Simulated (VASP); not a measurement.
# As in VASP: settings compared

The runs below take As through single point, with PBEsol-based screened hybrid with 25 % exact exchange, HSE06, PBE-based screened hybrid with 25 % exact exchange.

All numbers are computed with VASP 6.6.1; they aren't measurements. Logs are shortened: lines on timing, memory, paths and dates and some standing lists are left out, and cuts for length are marked.

**1. The cell of the first run**

The typed cell holds 1 atom: a = 2.723 Å, b = 2.723 Å, c = 2.586 Å, α = 89.78°, β = 89.84°, γ = 89.99°.

**2. Single point, PBEsol-based screened hybrid with 25 % exact exchange**

The input, POSCAR:

```
As
1.0
    2.7226381210      0.0002530403     -0.0044749750
    0.0000791109      2.7226297752     -0.0023314895
    0.0114980489      0.0120550933      2.5855544618
As
1
Direct
    0.5000000000      0.5000000000      0.5000000000
```

The input, INCAR.step1:

```
SYSTEM = As
ALGO = Normal ; EDIFF = 1E-5
ENCUT = 520 ; GGA = PE
ISIF = 2 ; ISMEAR = -1
LASPH = .True. ; LCHARG = .False.
LREAL = .False. ; LWAVE = .True.
NBANDS = 8 ; NELM = 80
PREC = Accurate ; SIGMA = 0.05
```

The input, INCAR.step2:

```
SYSTEM = As
AEXX = 0.25 ; ALGO = Normal
EDIFF = 1E-7 ; ENCUT = 520
GGA = PS ; HFSCREEN = 0.207
ISIF = 2 ; ISMEAR = -1
ISTART = 1 ; LASPH = .True.
LCHARG = .False. ; LHFCALC = .True.
LREAL = .False. ; LWAVE = .False.
NBANDS = 8 ; NELM = 80
PREC = Accurate ; PRECFOCK = Normal
SIGMA = 0.05
```

The input, KPOINTS:

```
k-points
0
Gamma
  5 5 6
  0 0 0
```

Potentials or basis: VASP PAW PBE potentials, release 64 (As).

Run with:

```sh
$ cat potpaw_PBE.64/As/POTCAR > POTCAR
$ cp INCAR.step1 INCAR
$ mpirun -np 1 vasp_std > vasp.out
$ cp INCAR.step2 INCAR
$ mpirun -np 1 vasp_std > vasp.out
```

OUTCAR:

```text
SYSTEM = As
   AEXX = 0.25
   EDIFF = 1E-7
   ENCUT = 520
   GGA = PS
   HFSCREEN = 0.207
   ISIF = 2
   ISMEAR = -1
   ISTART = 1
   LASPH = .True.
   LHFCALC = .True.
   LREAL = .False.
   NELM = 80
   PREC = Accurate
   PRECFOCK = Normal

 ion  position               nearest neighbor table
   1  0.500  0.500  0.500-

  LATTYP: Found a triclinic cell.
 ALAT       =     2.5856081307
 B/A-ratio  =     1.0529943584
 C/A-ratio  =     1.0529986265
 COS(alpha) =     0.0001234035
 COS(beta)  =     0.0028037882
 COS(gamma) =     0.0038061905

  Lattice vectors:

 A1 = (  -0.0114980489,  -0.0120550933,  -2.5855544618)
 A2 = (  -0.0000791109,  -2.7226297752,   0.0023314895)
 A3 = (  -2.7226381210,  -0.0002530403,   0.0044749750)

Analysis of symmetry for initial positions (statically):
=====================================================================
 Subroutine PRICEL returns:
 Original cell was already a primitive cell.

 Routine SETGRP: Setting up the symmetry group for a
 triclinic supercell.

 Subroutine GETGRP returns: Found  2 space group operations
 (whereof  2 operations were pure point group operations)
 out of a pool of  2 trial point group operations.

The static configuration has the point symmetry S_2 .

Analysis of symmetry for dynamics (positions and initial velocities):
=====================================================================
 Subroutine PRICEL returns:
 Original cell was already a primitive cell.

 Routine SETGRP: Setting up the symmetry group for a
 triclinic supercell.

 Subroutine GETGRP returns: Found  2 space group operations
 (whereof  2 operations were pure point group operations)
 out of a pool of  2 trial point group operations.

The dynamic configuration has the point symmetry S_2 .

 Subroutine INISYM returns: Found  2 space group operations
 (whereof  2 operations are pure point group operations),
 and found     1 'primitive' translations

----------------------------------------------------------------------------------------

                                     Primitive cell

  volume of cell :      19.1662

  direct lattice vectors                    reciprocal lattice vectors
     2.722638121  0.000253040 -0.004474975     0.367288141 -0.000012071 -0.001633287
     0.000079111  2.722629775 -0.002331490    -0.000036950  0.367290485 -0.001712320
     0.011498049  0.012055093  2.585554462     0.000635654  0.000331178  0.386759867

[... 84 lines left out ...]
   NSW    =      0    number of steps for IOM
   IBRION =     -1    ionic relax: 0-MD 1-quasi-New 2-CG
   NFREE  =      0    steps in history (QN), initial steepest desc. (CG)
   ISIF   =      2    stress and relaxation
   ISYM   =      3    0-nonsym 1-usesym 2-fastsym
   POTIM  = 0.5000    time-step for ionic-motion
   TEBEG  =    0.0;   TEEND  =   0.0 temperature during run
   PSTRESS=    0.0 pullay stress
   NELECT =       5.0000    total number of electrons
   NUPDOWN=      -1.0000    fix difference up-down
   EMIN   =  10.00;   EMAX   =-10.00  energy-range for DOS
   EFERMI =   0.00;   METHOD = LEGACY
   ISMEAR =    -1;   SIGMA  =   0.05  broadening in eV -4-tet -1-fermi 0-gaus
   EFERMI_NEDOS =   21; number of points for ismear=-14 and -15
   IALGO  =     38    algorithm
   IMIX   =      1    mixing-type and parameters
     AMIX     =   0.40;   BMIX     =  1.00
     AMIX_MAG =   1.60;   BMIX_MAG =  1.00
  volume/ion in A,a.u.               =      19.17       129.34
  Fermi-wavevector in a.u.,A,eV,Ry     =   1.046050  1.976748 14.887776  1.094221
  Thomas-Fermi vector in A             =   2.180872
   LORBIT       =      0    0 simple, 1 ext, 2 COOP (PROOUT), +10 PAW based schemes
   GGA     = PS    functional components
   LHFCALC =     T    Hartree Fock is set to
   PRECFOCK=normal    Normal, Fast or Accurate (Low or Medium for compatibility)
   ENCUT4O =  -1.0   cutoff for four orbital integrals eV
   NKREDX  =     1    reduce k-point grid by
   NKREDY  =     1    reduce k-point grid by
   NKREDZ  =     1    reduce k-point grid by
   AEXX    =    0.2500 exact exchange contribution
   HFSCREEN=    0.2070 screening length (either q_TF or 0.3 A-1)
   HFSCREENC=   0.2070 screening length for correlation (either q_TF or 0.3 A-1)
   ENCUTFOCK=  -1.0 apply spherical cutoff to Coloumb kernel
   IVDW    =     0    specifies the selected vdW correction
   LEPSILON=     F    determine dielectric tensor
   LRPA    =     F    only Hartree local field effects (RPA)
 non-spin polarized calculation
  energy-cutoff  :      520.00
  volume of cell :       19.17
 maximum number of plane-waves:       528
  NGX = 16; NGY = 16; NGZ = 16

 number of electron       5.0000001 magnetization

 Free energy of the ion-electron system (eV)
  ---------------------------------------------------
  ext. energy  EPLUGINS =         0.00000000
  ---------------------------------------------------
  free energy    TOTEN  =        -5.70254659 eV

  energy without entropy =       -5.69953971  energy(sigma->0) =       -5.70104315

 E-fermi :   6.3297     XC(G=0):  -8.8228

 val. band max:        6.0491272875   @ k =   0.2000   0.2000   0.1667
 cond. band min:       6.3516466718   @ k =  -0.4000  -0.4000   0.3333
 fundamental gap:      0.3025193844
 Fermi energy:         6.3296923286

 k-point     1 :       0.0000    0.0000    0.0000
  band No.  band energies     occupation
      1     -11.0339      2.00000
      2      10.1521      0.00000
      3      10.1529      0.00000
      4      12.3759      0.00000
      5      14.6985      0.00000
      6      15.1458      0.00000
      7      18.0849      0.00000
      8      31.5708      0.00000
[... 243 lines left out ...]
 k-point    24 :      -0.0000    0.4000    0.1667
  band No.  band energies     occupation
      1      -7.6313      2.00000
      2      -0.4050      2.00000
      3       9.4878      0.00000
      4      12.9050      0.00000
      5      17.1936      0.00000
      6      19.0013      0.00000
      7      22.4758      0.00000
      8      23.4178      0.00000

 [... further k-points ...]
[... 5 lines left out ...]
  --------------------------------------------------------------------------------------
  -------------------------------------------------------------------------------------
  Total       -0.0461027     -0.0461589     -0.0464064     -0.0001282     -0.0030497     -0.0022477
  in kB       -3.8538934     -3.8585951     -3.8792835     -0.0107177     -0.2549366     -0.1878977
  external PRESSURE =      -3.8639240 kB  Pullay stress =       0.0000000 kB

 VOLUME and BASIS-vectors are now :
 -----------------------------------------------------------------------------
  energy-cutoff  :      520.00
  volume of cell :       19.17
      direct lattice vectors                 reciprocal lattice vectors
     2.722638121  0.000253040 -0.004474975     0.367288141 -0.000012071 -0.001633287
     0.000079111  2.722629775 -0.002331490    -0.000036950  0.367290485 -0.001712320
     0.011498049  0.012055093  2.585554462     0.000635654  0.000331178  0.386759867

 POSITION                                       TOTAL-FORCE (eV/Angst)
 -----------------------------------------------------------------------------------
      1.36711      1.36747      1.28937        -0.000000      0.000000      0.000000
 -----------------------------------------------------------------------------------
    total drift:                               -0.000000     -0.000000      0.000000

  FREE ENERGIE OF THE ION-ELECTRON SYSTEM (eV)
  ---------------------------------------------------
  free  energy   TOTEN  =        -5.7025465932 eV

  energy  without entropy=       -5.6995397144  energy(sigma->0) =       -5.70104315
```

OUTCAR.step1:

```text
SYSTEM = As
   EDIFF = 1E-5
   ENCUT = 520
   GGA = PE
   ISIF = 2
   ISMEAR = -1
   LASPH = .True.
[... 485 lines left out ...]
 -----------------------------------------------------------------------------------
      1.36711      1.36747      1.28937        -0.000000     -0.000000     -0.000000
 -----------------------------------------------------------------------------------
    total drift:                                0.000000     -0.000000      0.000000

  FREE ENERGIE OF THE ION-ELECTRON SYSTEM (eV)
  ---------------------------------------------------
  free  energy   TOTEN  =        -4.4833634563 eV

  energy  without entropy=       -4.4796458312  energy(sigma->0) =       -4.48150464
```

OSZICAR.step1:

```text
N       E                     dE             d eps       ncg     rms          rms(c)
DAV:   1     0.824282350870E+01    0.82428E+01   -0.20961E+03  1224   0.461E+02
DAV:   2    -0.431681146134E+01   -0.12560E+02   -0.12208E+02  1624   0.596E+01
DAV:   3    -0.448042497016E+01   -0.16361E+00   -0.16332E+00  1448   0.919E+00
DAV:   4    -0.448058850975E+01   -0.16354E-03   -0.16354E-03  1880   0.322E-01
DAV:   5    -0.448058860441E+01   -0.94659E-07   -0.94681E-07  1448   0.438E-03    0.228E+00
DAV:   6    -0.448200019392E+01   -0.14116E-02   -0.58014E-04  1528   0.194E-01    0.136E+00
DAV:   7    -0.448331022292E+01   -0.13100E-02   -0.16036E-03  1336   0.314E-01    0.771E-02
DAV:   8    -0.448336153464E+01   -0.51312E-04   -0.56872E-05  1712   0.554E-02    0.543E-03
DAV:   9    -0.448336345635E+01   -0.19217E-05   -0.17621E-06  1056   0.962E-03
   1 F= -.44833635E+01 E0= -.44815046E+01  d E =-.371763E-02
```

Wall time 4 min (1 thread of Intel Xeon 6975P-C (Granite Rapids), shared host); peak memory 0.23 GiB.

What came out:

```yaml
Free_energy: -5.7025 eV
Pressure: -0.4 GPa
Band_gap_on_the_k_mesh: zero (an odd number of electrons rules out a gap without spin polarisation)
```

Caveat: the k points lie up to 0.46 Å⁻¹ apart, too coarse for converged energies and pressures of a metal; the PAW data sets were made with another functional, which shifts forces and pressure a little.

**3. Single point, HSE06**

This run uses another cell than the first one, of 19.63 Å³/atom.

The input, POSCAR:

```
As
1.0
    2.7449667732      0.0000635993     -0.0103413088
   -0.0001521146      2.7449812020     -0.0064529404
    0.0066324919      0.0080560728      2.6050854441
As
1
Direct
    0.5000000000      0.5000000000      0.5000000000
```

The input, INCAR.step1:

```
PREC     = Accurate       # precision mode
ENCUT    = 520            # plane-wave cutoff, eV
EDIFF    = 1E-5           # SCF threshold, eV
ISMEAR   = -1             # smearing method
SIGMA    = 0.05           # smearing width, eV
LREAL    = False          # projectors in reciprocal space
LASPH    = True           # aspherical terms in the spheres
NELM     = 100            # most SCF steps
ALGO     = Normal         # electronic algorithm
ISIF     = 2              # what is computed and relaxed
LWAVE    = True           # write WAVECAR
LCHARG   = False          # write CHGCAR
GGA      = PE             # functional
NBANDS   = 8              # bands
```

The input, INCAR.step2:

```
PREC     = Accurate       # precision mode
ENCUT    = 520            # plane-wave cutoff, eV
EDIFF    = 1E-6           # SCF threshold, eV
ISMEAR   = -1             # smearing method
SIGMA    = 0.05           # smearing width, eV
LREAL    = False          # projectors in reciprocal space
LASPH    = True           # aspherical terms in the spheres
NELM     = 100            # most SCF steps
ALGO     = Normal         # electronic algorithm
ISIF     = 2              # what is computed and relaxed
LWAVE    = False          # write WAVECAR
LCHARG   = False          # write CHGCAR
GGA      = PE             # functional
LHFCALC  = True           # exact exchange
HFSCREEN = 0.2079         # screening, 1/A
PRECFOCK = Normal       
ISTART   = 1            
NBANDS   = 8              # bands
```

The input, KPOINTS:

```
Automatic mesh
0
Gamma
  5 5 6
```

Potentials or basis: VASP PAW PBE potentials, release 64 (As).

Run with:

```sh
$ cat potpaw_PBE.64/As/POTCAR > POTCAR
$ cp INCAR.step1 INCAR
$ mpirun -np 1 vasp_std > vasp.out
$ cp INCAR.step2 INCAR
$ mpirun -np 1 vasp_std > vasp.out
```

Run time: 3.9 min. Hardware: 1 thread of Intel Xeon 6975P-C (Granite Rapids), shared host; peak memory 0.23 GiB.

The run converged. Its results:

```
Free energy            : -5.3793 eV
Pressure               : -0.5 GPa
Band gap on the k mesh : zero (an odd number of electrons rules out a gap without spin polarisation)
```

Levels at points of the mesh, in eV from the Fermi level:
```
           k point  band 1  band 2  band 3  band 4  band 5  band 6  band 7
(0.00, 0.00, 0.00)  -17.05    3.81    3.81    6.01    8.39    8.82   11.69
(0.00, 0.00, 0.50)  -12.85   -8.22    6.97    6.97   11.81   14.23   14.83
```

Caveat: the k points lie up to 0.46 Å⁻¹ apart, too coarse for converged energies and pressures of a metal; the PAW data sets were made with another functional, which shifts forces and pressure a little.

**4. Single point, PBE-based screened hybrid with 25 % exact exchange**

This run uses another cell than the first one, of 19.74 Å³/atom.

The input, POSCAR:

```
As
1.0
    2.7498571099     -0.0001894930     -0.0086045326
   -0.0001108975      2.7498358900     -0.0074576583
    0.0080645429      0.0071223245      2.6099735109
As
1
Direct
    0.5000000000      0.5000000000      0.5000000000
```

The input, INCAR.step1:

```
PREC     = Accurate       # precision mode
ENCUT    = 520            # plane-wave cutoff, eV
EDIFF    = 1E-5           # SCF threshold, eV
ISMEAR   = -1             # smearing method
SIGMA    = 0.05           # smearing width, eV
LREAL    = F              # projectors in reciprocal space
LASPH    = T              # aspherical terms in the spheres
NELM     = 80             # most SCF steps
ALGO     = Normal         # electronic algorithm
ISIF     = 2              # what is computed and relaxed
LWAVE    = T              # write WAVECAR
LCHARG   = F              # write CHGCAR
NBANDS   = 8              # bands
GGA      = PE             # functional
```

The input, INCAR.step2:

```
PREC     = Accurate       # precision mode
ENCUT    = 520            # plane-wave cutoff, eV
EDIFF    = 1E-6           # SCF threshold, eV
ISMEAR   = -1             # smearing method
SIGMA    = 0.05           # smearing width, eV
LREAL    = F              # projectors in reciprocal space
LASPH    = T              # aspherical terms in the spheres
NELM     = 80             # most SCF steps
ALGO     = Normal         # electronic algorithm
ISIF     = 2              # what is computed and relaxed
LWAVE    = F              # write WAVECAR
LCHARG   = F              # write CHGCAR
GGA      = PE             # functional
LHFCALC  = T              # exact exchange
AEXX     = 0.25           # exact-exchange fraction
HFSCREEN = 0.3            # screening, 1/A
PRECFOCK = Normal       
NBANDS   = 8              # bands
ISTART   = 1
```

KPOINTS is that of step 3.

Run with:

```sh
$ cat potpaw_PBE.64/As/POTCAR > POTCAR
$ cp INCAR.step1 INCAR
$ mpirun -np 1 vasp_std > vasp.out
$ cp INCAR.step2 INCAR
$ mpirun -np 1 vasp_std > vasp.out
```

It took 2.3 min on 1 thread of Intel Xeon 6975P-C (Granite Rapids), shared host; peak memory 0.22 GiB.

It converged, with:

* Free energy: -5.2017 eV
* Pressure: -0.5 GPa
* Band gap on the k mesh: zero (an odd number of electrons rules out a gap without spin polarisation)

Levels at points of the mesh, in eV from the Fermi level:
| k point | band 1 | band 2 | band 3 | band 4 | band 5 |
| --- | --- | --- | --- | --- | --- |
| (0.00, 0.00, 0.00) | -16.77 | 3.74 | 3.74 | 5.85 | 8.32 |
| (0.00, 0.00, 0.50) | -12.61 | -7.96 | 6.79 | 6.79 | 11.66 |

Caveat: the k points lie up to 0.46 Å⁻¹ apart, too coarse for converged energies and pressures of a metal; the PAW data sets were made with another functional, which shifts forces and pressure a little.

**5. Summary**

| level | cell | screening parameter | gap on the mesh (eV) | pressure (GPa) |
| --- | --- | --- | --- | --- |
| PBEsol-based screened hybrid with 25 % exact exchange | a = 2.723, b = 2.723, c = 2.586 Å, angles 89.8, 89.8, 90.0°, 1 atom | 0.207 1/Å | none | -0.4 |
| HSE06 | a = 2.745, b = 2.745, c = 2.605 Å, angles 90.0, 90.1, 90.0°, 1 atom | 0.2079 1/Å | none | -0.5 |
| PBE-based screened hybrid with 25 % exact exchange | a = 2.750, b = 2.750, c = 2.610 Å, 1 atom | 0.3 1/Å | none | -0.5 |

Alike in all rows: task single point; potentials or basis VASP PAW PBE potentials, release 64 (As); no spin polarisation; k mesh 5 × 5 × 6; cutoff (eV) 520; smearing fermi-dirac 0.05 eV.

Caveats: all runs use coarse meshes; the PAW data sets were made with another functional, which shifts forces and pressure a little.

Absolute energies hang on the potentials; compare differences alone.

The gap in the log of VASP goes by the Fermi energy; the results here count the filled bands.